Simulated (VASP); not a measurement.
# Al2P3 (P4/mbm) in VASP: notebook, part 3 of 3

VASP 6.6.1. Earlier steps stand in the parts before.

**7. Relaxation of cell and atoms, PBE**

This run uses another cell than the first one, of 20.73 Å³/atom, 1.351 times its volume.

File INCAR:

```
SYSTEM = Al2P3
ALGO = Normal ; EDIFF = 1E-6
EDIFFG = -0.04 ; ENCUT = 600
GGA = PE ; IBRION = 2
ISIF = 3 ; ISMEAR = 0
LASPH = .TRUE. ; LCHARG = .FALSE.
LREAL = .FALSE. ; LWAVE = .FALSE.
NELM = 80 ; NSW = 90
PREC = Accurate ; SIGMA = 0.1
```

File KPOINTS:

```
k-points
0
G
  4 4 4
  0 0 0
```

File POSCAR:

```
Al2P3
1.0
    7.4452533300      0.0000000000      0.0000000000
    0.0000000000      7.4452533300      0.0000000000
    0.0000000000      0.0000000000      3.7403557900
Al P
4 6
Direct
    0.8800000000      0.3800000000      0.0000000000
    0.6200000000      0.8800000000      0.0000000000
    0.1200000000      0.6200000000      0.0000000000
    0.3800000000      0.1200000000      0.0000000000
    0.5000000000      0.5000000000      0.0000000000
    0.0000000000      0.0000000000      0.0000000000
    0.6800000100      0.1800000100      0.5000000000
    0.8199999900      0.6800000100      0.5000000000
    0.3199999900      0.8199999900      0.5000000000
    0.1800000100      0.3199999900      0.5000000000
```

Potentials or basis: VASP PAW PBE potentials, release 64 (Al, P).

Command:

```console
> cat potpaw_PBE.64/Al/POTCAR potpaw_PBE.64/P/POTCAR > POTCAR
> mpirun -np 1 vasp_std > vasp.out
```

OUTCAR:

```text
SYSTEM = Al2P3
   EDIFF = 1E-6
   EDIFFG = -0.04
   ENCUT = 600
   GGA = PE
   IBRION = 2
   ISIF = 3
   ISMEAR = 0
   LASPH = .TRUE.
   LREAL = .FALSE.
   NELM = 80
   NSW = 90
   PREC = Accurate

 ion  position               nearest neighbor table
   1  0.880  0.380  0.000-   3 2.53   7 2.82   7 2.82  10 2.95   8 2.95   8 2.95  10 2.95   5 2.97
                             6 2.97
   2  0.620  0.880  0.000-   4 2.53   8 2.82   8 2.82   9 2.95   7 2.95   7 2.95   9 2.95   5 2.97
                             6 2.97
   3  0.120  0.620  0.000-   1 2.53   9 2.82   9 2.82  10 2.95   8 2.95   8 2.95  10 2.95   5 2.97
                             6 2.97
   4  0.380  0.120  0.000-   2 2.53  10 2.82  10 2.82   7 2.95   7 2.95   9 2.95   9 2.95   5 2.97
                             6 2.97
   5  0.500  0.500  0.000-   1 2.97   2 2.97   3 2.97   4 2.97
   6  0.000  0.000  0.000-   1 2.97   2 2.97   3 2.97   4 2.97
   7  0.680  0.180  0.500-   1 2.82   1 2.82   4 2.95   2 2.95   2 2.95   4 2.95
   8  0.820  0.680  0.500-   2 2.82   2 2.82   3 2.95   1 2.95   1 2.95   3 2.95
   9  0.320  0.820  0.500-   3 2.82   3 2.82   4 2.95   2 2.95   2 2.95   4 2.95
  10  0.180  0.320  0.500-   4 2.82   4 2.82   1 2.95   1 2.95   3 2.95   3 2.95

  LATTYP: Found a simple tetragonal cell.
 ALAT       =     7.4452533300
 C/A-ratio  =     0.5023812655

  Lattice vectors:

 A1 = (   7.4452533300,   0.0000000000,   0.0000000000)
 A2 = (   0.0000000000,   7.4452533300,   0.0000000000)
 A3 = (   0.0000000000,   0.0000000000,   3.7403557900)

Analysis of symmetry for initial positions (statically):
=====================================================================
 Subroutine PRICEL returns:
 Original cell was already a primitive cell.

 Routine SETGRP: Setting up the symmetry group for a
 simple tetragonal supercell.

 Subroutine GETGRP returns: Found 16 space group operations
 (whereof  8 operations were pure point group operations)
 out of a pool of 16 trial point group operations.

The static configuration has the point symmetry C_4h.
 The point group associated with its full space group is D_4h.

Analysis of symmetry for dynamics (positions and initial velocities):
=====================================================================
 Subroutine PRICEL returns:
 Original cell was already a primitive cell.

 Routine SETGRP: Setting up the symmetry group for a
 simple tetragonal supercell.

 Subroutine GETGRP returns: Found 16 space group operations
 (whereof  8 operations were pure point group operations)
 out of a pool of 16 trial point group operations.

The dynamic configuration has the point symmetry C_4h.
 The point group associated with its full space group is D_4h.

 Subroutine INISYM returns: Found 16 space group operations
 (whereof  8 operations are pure point group operations),
 and found     1 'primitive' translations

----------------------------------------------------------------------------------------

                                     Primitive cell

  volume of cell :     207.3346

  direct lattice vectors                    reciprocal lattice vectors
     7.445253330  0.000000000  0.000000000     0.134313764  0.000000000  0.000000000
     0.000000000  7.445253330  0.000000000     0.000000000  0.134313764  0.000000000
     0.000000000  0.000000000  3.740355790     0.000000000  0.000000000  0.267354245

  length of vectors
     7.445253330  7.445253330  3.740355790     0.134313764  0.134313764  0.267354245

  position of ions in fractional coordinates (direct lattice)
     0.880000000  0.380000000  0.000000000
     0.620000000  0.880000000  0.000000000
     0.120000000  0.620000000  0.000000000
     0.380000000  0.120000000  0.000000000
     0.500000000  0.500000000  0.000000000
     0.000000000  0.000000000  0.000000000
     0.680000010  0.180000010  0.500000000
[... 50 lines left out ...]
  0.500000  0.500000  0.000000      1.000000
[... 10 lines left out ...]
  0.500000  0.250000  0.500000      4.000000
  0.500000  0.500000  0.500000      1.000000
   k-points           NKPTS =     18   k-points in BZ     NKDIM =     18   number of bands    NBANDS=     27
   number of dos      NEDOS =    301   number of ions     NIONS =     10
   total plane-waves  NPLWV = 108000
   dimension x,y,z NGX =    60 NGY =   60 NGZ =   30
   dimension x,y,z NGXF=   120 NGYF=  120 NGZF=   60
   ions per type =               4   6
   NGX,Y,Z   is equivalent  to a cutoff of  13.40, 13.40, 13.33 a.u.
   NGXF,Y,Z  is equivalent  to a cutoff of  26.79, 26.79, 26.67 a.u.
 SYSTEM =  Al2P3
   PREC   = accura    normal or accurate (medium, high low for compatibility)
   ISTART =      0    job   : 0-new  1-cont  2-samecut
   ICHARG =      2    charge: 1-file 2-atom 10-const
   ISPIN  =      1    spin polarized calculation?
   LNONCOLLINEAR =      F non collinear calculations
   LSORBIT =      F    spin-orbit coupling
   LASPH  =      T    aspherical Exc in radial PAW
   ENCUT  =  600.0 eV  44.10 Ry    6.64 a.u.  14.87 14.87  7.47*2*pi/ulx,y,z
   NELM   =     80;   NELMIN=  2; NELMDL= -5     # of ELM steps
   EDIFF  = 0.1E-05   stopping-criterion for ELM
   LREAL  =      F    real-space projection
   EDIFFG = -.4E-01   stopping-criterion for IOM
   NSW    =     90    number of steps for IOM
   IBRION =      2    ionic relax: 0-MD 1-quasi-New 2-CG
   NFREE  =      1    steps in history (QN), initial steepest desc. (CG)
   ISIF   =      3    stress and relaxation
   ISYM   =      2    0-nonsym 1-usesym 2-fastsym
   POTIM  = 0.5000    time-step for ionic-motion
   TEBEG  =    0.0;   TEEND  =   0.0 temperature during run
   PSTRESS=    0.0 pullay stress
   NELECT =      42.0000    total number of electrons
   NUPDOWN=      -1.0000    fix difference up-down
   EMIN   =  10.00;   EMAX   =-10.00  energy-range for DOS
   EFERMI =   0.00;   METHOD = LEGACY
   ISMEAR =     0;   SIGMA  =   0.10  broadening in eV -4-tet -1-fermi 0-gaus
   EFERMI_NEDOS =   21; number of points for ismear=-14 and -15
   IALGO  =     38    algorithm
   IMIX   =      4    mixing-type and parameters
     AMIX     =   0.40;   BMIX     =  1.00
     AMIX_MAG =   1.60;   BMIX_MAG =  1.00
  volume/ion in A,a.u.               =      20.73       139.92
  Fermi-wavevector in a.u.,A,eV,Ry     =   0.961466  1.816907 12.577457  0.924417
  Thomas-Fermi vector in A             =   2.090840
   LORBIT       =      0    0 simple, 1 ext, 2 COOP (PROOUT), +10 PAW based schemes
   GGA     = PE    functional components
   LHFCALC =     F    Hartree Fock is set to
   AEXX    =    0.0000 exact exchange contribution
   IVDW    =     0    specifies the selected vdW correction
   LEPSILON=     F    determine dielectric tensor
   LRPA    =     F    only Hartree local field effects (RPA)
 conjugate gradient relaxation of ions
 non-spin polarized calculation
 Gauss-broadening in eV      SIGMA  =   0.10
  energy-cutoff  :      600.00
  volume of cell :      207.33
 maximum number of plane-waves:      6967
 NGX is ok and might be reduce to    60
   NGX = 29   NGY = 29   NGZ = 15

--------------------------------------- Ionic step        1  -------------------------------------------

 number of electron      41.9999999 magnetization

 Free energy of the ion-electron system (eV)
  ---------------------------------------------------
  ext. energy  EPLUGINS =         0.00000000
  ---------------------------------------------------
  free energy    TOTEN  =       -41.43159139 eV

  energy without entropy =      -41.38777367  energy(sigma->0) =      -41.40968253

 E-fermi :   5.2316     XC(G=0):  -9.6464

 val. band max:        5.2191867533   @ k =   0.2500   0.0000   0.5000
 cond. band min:       5.2355538487   @ k =   0.2500   0.2500   0.5000
 fundamental gap:      0.0163670954
 Fermi energy:         5.2315697146

 k-point     1 :       0.0000    0.0000    0.0000
  band No.  band energies     occupation
      1      -6.7726      2.00000
      2      -4.9138      2.00000
      3      -4.9138      2.00000
      4      -4.8298      2.00000
      5      -4.7319      2.00000
      6      -3.3739      2.00000
[... 654 lines left out ...]
  FREE ENERGIE OF THE ION-ELECTRON SYSTEM (eV)
  ---------------------------------------------------
  free  energy   TOTEN  =       -44.4654820220 eV

  energy  without entropy=      -44.4261960926  energy(sigma->0) =      -44.44583906

[... ionic steps 4 to 46 ...]

--------------------------------------- Ionic step       47  -------------------------------------------

 number of electron      41.9999999 magnetization

------------------------ aborting loop because EDIFF is reached ----------------------------------------
[... 83 lines left out ...]
--------------------------------------- Ionic step       49  -------------------------------------------

 number of electron      41.9999998 magnetization

 Free energy of the ion-electron system (eV)
  ---------------------------------------------------
  ext. energy  EPLUGINS =         0.00000000
  ---------------------------------------------------
  free energy    TOTEN  =       -45.91244531 eV

  energy without entropy =      -45.87944121  energy(sigma->0) =      -45.89594326

 E-fermi :   8.7740     XC(G=0): -10.9032

 val. band max:        8.7714906891   @ k =   0.5000   0.2500   0.2500
 cond. band min:       8.7750431029   @ k =   0.2500   0.2500   0.5000
 fundamental gap:      0.0035524138
 Fermi energy:         8.7740481196

 k-point     1 :       0.0000    0.0000    0.0000
  band No.  band energies     occupation
      1      -5.6983      2.00000
      2      -3.9823      2.00000
      3      -3.4461      2.00000
      4      -3.4461      2.00000
      5      -2.7369      2.00000
      6      -1.2805      2.00000
[... 566 lines left out ...]
  FREE ENERGIE OF THE ION-ELECTRON SYSTEM (eV)
  ---------------------------------------------------
  free  energy   TOTEN  =       -45.9124453140 eV

  energy  without entropy=      -45.8794412069  energy(sigma->0) =      -45.89594326

 reached required accuracy - stopping structural energy minimisation
```

Run time: 38 min. Hardware: 1 thread of Intel Xeon Platinum 8488C (Sapphire Rapids), shared host; peak memory 0.39 GiB.

Results:

```yaml
Free_energy: -45.9124 eV
Relaxed_volume: 15.19 Å³/atom
Relaxed_cell: a = 7.280 Å, b = 7.280 Å, c = 2.866 Å, α = 90.00°, β = 90.00°, γ = 90.00°
Space_group_after_relaxing_to_0.05_Å: P4/mbm (No. 127)
Energy_gained_by_relaxing: 448.1 meV/atom
Ionic_steps: 49
Pressure_after_relaxing: 0.1 GPa
Largest_force_after_relaxing: 0.017 eV/Å
Band_gap_on_the_k_mesh: zero (band 21 reaches 10.93 eV, above the bottom of band 22 at 6.96 eV)
```

Forces in eV/Å, atoms in the order of the input:
```
Al  -0.007 -0.007  0.000
Al   0.007 -0.007  0.000
Al   0.007  0.007  0.000
Al  -0.007  0.007  0.000
P    0.000  0.000  0.000
P    0.000  0.000  0.000
P   -0.012 -0.012  0.000
P    0.012 -0.012  0.000
P    0.012  0.012  0.000
P   -0.012  0.012  0.000
```

The path:
```tsv
step	energy change (eV)	largest force (eV/Å)	pressure (GPa)	volume (Å³)
1	0.0000	1.5676	-13.26	207.33
3	-3.0339	1.3250	1.57	156.17
5	-3.3020	0.4840	1.40	157.01
7	-3.3572	0.2437	-1.29	161.33
9	-3.4015	0.1255	0.28	157.56
11	-3.5044	0.0915	0.85	155.06
13	-3.5092	0.1689	2.15	153.16
15	-3.6427	0.2018	-0.94	157.84
17	-3.6688	0.1831	-1.72	159.30
19	-3.6968	0.2150	-2.74	161.26
21	-3.7151	0.2761	-2.98	161.67
23	-3.7762	0.3199	-1.40	158.43
25	-3.8049	0.3496	0.85	154.44
27	-3.8569	0.2913	0.58	154.29
29	-4.0649	0.8870	0.87	153.41
31	-4.0678	0.7179	0.67	153.52
33	-4.0868	0.7970	0.69	153.52
35	-4.1148	0.9650	0.73	153.53
37	-4.2256	0.8343	0.21	153.82
39	-4.4221	0.3647	-1.39	154.84
41	-4.4671	0.1905	-0.19	152.60
43	-4.4719	0.1140	0.37	151.68
45	-4.4734	0.0885	0.23	151.87
47	-4.4765	0.0790	-0.20	152.46
49	-4.4809	0.0169	0.11	151.86
```

Final structure:
```xyz
10
Lattice="7.2796 0.0000 0.0000 0.0000 7.2796 0.0000 0.0000 0.0000 2.8657" Properties=species:S:1:pos:R:3 pbc="T T T"
Al    6.1589    2.5191    0.0000
Al    4.7605    6.1589    0.0000
Al    1.1207    4.7605    0.0000
Al    2.5191    1.1207    0.0000
P     3.6398    3.6398    0.0000
P     0.0000    0.0000    0.0000
P     4.7089    1.0691    1.4329
P     6.2105    4.7089    1.4329
P     2.5707    6.2105    1.4329
P     1.0691    2.5707    1.4329
```

Caveat: the k points lie up to 0.55 Å⁻¹ apart in the final cell; the volume moved by over 15 % at a fixed basis, so the end points are rough.

**8. Summary**

| task | cell | k mesh | cutoff (eV) | smearing | gap on the mesh (eV) | pressure (GPa) | relaxed volume (Å³/atom) | largest force (eV/Å) |
| --- | --- | --- | --- | --- | --- | --- | --- | --- |
| single point | a = 7.203, b = 7.203, c = 2.959 Å, 10 atoms | 4 × 4 × 6 | 520 | gaussian 0.1 eV | none | -0.2 | - | - |
| single point | a = 7.445, b = 7.445, c = 3.740 Å, 10 atoms | 4 × 4 × 4 | 520 | gaussian 0.1 eV | none | -13.3 | - | 1.57 |
| single point | a = 7.287, b = 7.287, c = 2.868 Å, 10 atoms | 4 × 4 × 4 | 520 | gaussian 0.1 eV | none | -0.2 | - | 0.01 |
| single point | a = 3.001, b = 7.163, c = 7.163 Å, 10 atoms | 8 × 4 × 4 | 520 | gaussian 0.2 eV | none | 0.0 | - | 0.06 |
| relaxation of cell and atoms | relaxed from a = 7.287, b = 7.287, c = 2.868 Å, 10 atoms | 4 × 4 × 6 | 600 | gaussian 0.1 eV | none | 0.0 | 15.32 | 0.03 |
| relaxation of cell and atoms | relaxed from a = 7.445, b = 7.445, c = 3.740 Å, 10 atoms | 4 × 4 × 4 | 600 | gaussian 0.1 eV | none | 0.1 | 15.19 | 0.02 |

Alike in all rows: level PBE; potentials or basis VASP PAW PBE potentials, release 64 (Al, P); no spin polarisation.

Caveats: some runs use coarse meshes; forces of over 1 eV/Å act on the atoms, so gaps and moduli don't describe the material at rest (some runs); the volume moved by over 15 % at a fixed basis, so the end points are rough (some runs).

Total energies depend on the potentials used, so only differences within one code and one set of settings carry meaning.
